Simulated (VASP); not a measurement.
Write the native input for VASP 6.6.1 that does the following.

| Item | Value |
| --- | --- |
| Task | single point |
| Functional | PBEsol |
| Potentials or basis | VASP PAW PBE potentials, release 64 (Au) |
| Cutoff | 520 eV |
| k mesh | 18 × 18 × 10 |
| Occupations | gaussian, width 0.15 eV |
| Spin | no spin polarisation |
| Dipole correction | no |
| Further INCAR settings | ALGO = Fast; EDIFF = 1e-07; NBANDS = 18 |

The structure of Au lies in POSCAR:

```
Au
1.0
    2.8999984104      0.0000000000      0.0000000000
   -1.4499992052      2.5114722944      0.0000000000
    0.0000000000      0.0000000000      4.6360000000
Au
2
Direct
    0.3333333333      0.6666666667      0.7500000000
    0.6666666667      0.3333333333      0.2500000000
```

This isn't the form of Au at room conditions, which is fcc.

This cell differs from its parent crystal: strain +0.000 along x and y, -0.050 along z.

The input as run:

INCAR

```
PREC = Accurate ; ENCUT = 520
EDIFF = 1E-7 ; ISMEAR = 0
SIGMA = 0.15 ; LREAL = F
LASPH = T ; NELM = 60
ALGO = Fast ; ISIF = 2
LWAVE = F ; LCHARG = F
GGA = PS ; NBANDS = 18
```

KPOINTS

```
Automatic mesh
0
Gamma
  18 18 10
```

Potentials or basis: VASP PAW PBE potentials, release 64 (Au).

Launch:

```bash
$ cat potpaw_PBE.64/Au/POTCAR > POTCAR
$ mpirun -np 1 vasp_std > vasp.out
```

It gave:

| Property | Result |
| --- | --- |
| Pressure | 1.5 GPa |
| Band gap on the k mesh | zero (bands 11 and 12 overlap by 6.92 eV) |

Caveat: the cell differs from its parent crystal (strain +0.000 along x and y, -0.050 along z); the PAW data sets were made with another functional, which shifts forces and pressure a little; spin-orbit coupling is left out, which moves the levels of the heavy elements.

Run time: 2.8 min on 1 thread of Intel Xeon 8259CL, with other jobs on the host, peak memory 0.24 GiB.
